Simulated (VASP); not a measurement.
Input of a VASP 6.6.1 run:

Contents of INCAR:

```
PREC = Accurate
ENCUT = 500
EDIFF = 1E-6
ISMEAR = -1
SIGMA = 0.1
LREAL = F
LASPH = T
NELM = 120
ALGO = Normal
ISIF = 2
LWAVE = F
LCHARG = F
GGA = PS
NBANDS = 22
GGA_COMPAT = F
```

The input KPOINTS:

```
regular mesh
0
Gamma
  3 3 3
```

File POSCAR:

```
Ca
1.0
    5.3824440000      0.0000000000      0.0000000000
    0.0000000000      5.3824440000      0.0000000000
    0.0000000000      0.0000000000      5.3824440000
Ca
3
Direct
    0.0000000000      0.5000000000      0.5000000000
    0.5000000000      0.0000000000      0.5000000000
    0.5000000000      0.5000000000      0.0000000000
```

Potentials or basis: VASP PAW PBE potentials, release 64 (Ca_sv).

Run with:

```bash
$ cat potpaw_PBE.64/Ca_sv/POTCAR > POTCAR
$ mpirun -np 1 vasp_std > vasp.out
```

(1) Predict the band gap on the k mesh.

(2) Predict the pressure.

Answers

(1) zero (band 15 reaches 1.28 eV, above the bottom of band 16 at 0.76 eV).

(2) -0.4 GPa.

Caveat: the k points lie up to 0.39 Å⁻¹ apart; the PAW data sets were made with another functional, which shifts forces and pressure a little.
